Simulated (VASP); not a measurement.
KCl (Sylvite), 2 atoms in the cell. The structure is cubic, space group Fm-3m (No. 225). The conventional cell has a = 6.208 Å, b = 6.208 Å, c = 6.208 Å, α = 90.00°, β = 90.00°, γ = 90.00°. Within 4.1 Å of K (site symmetry m-3m) lie 6 Cl at 3.10 Å. Within 4.1 Å of Cl (site symmetry m-3m) lie 6 K at 3.10 Å. 

* Program: VASP 6.6.1
* Task: single point
* Functional: PBE
* Potentials or basis: VASP PAW PBE potentials, release 64 (K_sv, Cl)
* Cutoff: 520 eV
* k mesh: 6 × 6 × 6
* Occupations: gaussian, width 0.01 eV
* Spin: no spin polarisation
* Dipole correction: no
* Further INCAR settings: ALGO = Normal; EDIFF = 1e-06; NBANDS = 15

Potentials or basis: VASP PAW PBE potentials, release 64 (K_sv, Cl).

Command:

```sh
$ cat potpaw_PBE.64/K_sv/POTCAR potpaw_PBE.64/Cl/POTCAR > POTCAR
$ mpirun -np 1 vasp_std > vasp.out
```

Hardware: 1 thread of Intel(R) Xeon(R) Platinum 8259CL CPU @ 2.50GHz (Skylake/Cascade Lake), on a shared host.

Estimate the wall time of this run.

Wall time 14 s on 1 thread of Intel(R) Xeon(R) Platinum 8259CL CPU @ 2.50GHz (Skylake/Cascade Lake) (shared host), peak memory 0.2 GiB. Counts: scf iterations 13, k points 16.
